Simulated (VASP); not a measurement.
LiF:

```xyz
2
Lattice="0.0000 2.0348 2.0348 2.0348 0.0000 2.0348 2.0348 2.0348 0.0000" Properties=species:S:1:pos:R:3 pbc="T T T"
Li    0.0000    0.0000    0.0000
F     2.0348    2.0348    2.0348
```

This cell differs from its parent crystal: strain +2.0%.

Base run:

* Program: VASP 6.6.1
* Functional: r2SCAN
* Potentials or basis: VASP PAW PBE potentials, release 64 (Li_sv, F)
* Cutoff: 520 eV
* k mesh: 10 × 10 × 10
* Occupations: gaussian, width 0.01 eV
* Spin: no spin polarisation

Its results: band gap on the k mesh 9.97 eV, direct.

Problem. The run is repeated on the same cell with these changes: functional from r2SCAN to PBE; occupations from gaussian, width 0.01 eV to fermi-dirac, width 0.02 eV. What comes out?

Solution. Band gap on the k mesh 8.82 eV, direct.

A k mesh can miss the band edges.
